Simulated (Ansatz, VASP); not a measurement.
## Si in VASP and in Ansatz

The input POSCAR:

```
Si
1.0
    0.0000000000      2.7221188962      2.7221188962
    2.7221188962      0.0000000000      2.7221188962
    2.7221188962      2.7221188962      0.0000000000
Si
2
Direct
    0.0000000000      0.0000000000      0.0000000000
    0.2500000000      0.2500000000      0.2500000000
```

The input INCAR.step1:

```
PREC = Accurate
ENCUT = 520
ISMEAR = 0
SIGMA = 0.5
LREAL = F
LASPH = T
NELM = 60
NBANDS = 11
GGA = PE
ALGO = Normal
EDIFF = 1E-4
LWAVE = T
LCHARG = F
```

INCAR.step2

```
PREC = Accurate
ENCUT = 520
EDIFF = 1E-7
ISMEAR = 0
SIGMA = 0.5
LREAL = F
LASPH = T
NELM = 60
ALGO = Normal
ISIF = 2
LWAVE = F
LCHARG = F
METAGGA = R2SCAN
LMIXTAU = T
NBANDS = 11
ISTART = 1
```

Contents of KPOINTS:

```
Automatic mesh
0
Gamma
  6 6 6
```

Input for Ansatz:

```yaml
crystal:
  lattice:
    - [0.0, 2.7221188962, 2.7221188962]
    - [2.7221188962, 0.0, 2.7221188962]
    - [2.7221188962, 2.7221188962, 0.0]
  atoms:
    - { symbol: Si, position: [0.0, 0.0, 0.0] }
    - { symbol: Si, position: [0.25, 0.25, 0.25] }
kpoints:
  mp_grid: { grid: [6, 6, 6] }
hamiltonian:
  xc: r2scan
scf:
  occupations: { method: gaussian, width: 0.5 }
  n_extra_bands: 4
output:
  forces: true
  stress: true
  eigenvalues: true
```

Alike in both runs: task single point; functional r2SCAN; k mesh 6 × 6 × 6; occupations gaussian, width 0.5 eV; no spin polarisation.

|  | VASP | Ansatz |
| --- | --- | --- |
| version | VASP 6.6.1 | Ansatz 0.2.0 |
| potentials or method | VASP PAW PBE potentials, release 64 (Si) | plane waves |
| plane-wave cutoff (eV) | 520 | 500 |
| valence electrons in the cell | 8 | 8 |

|  | VASP | Ansatz | Ansatz less VASP |
| --- | --- | --- | --- |
| pressure (GPa) | -0.2 | 0.0 | +0.24 |

VASP's potentials were made for PBE, not for r2SCAN.
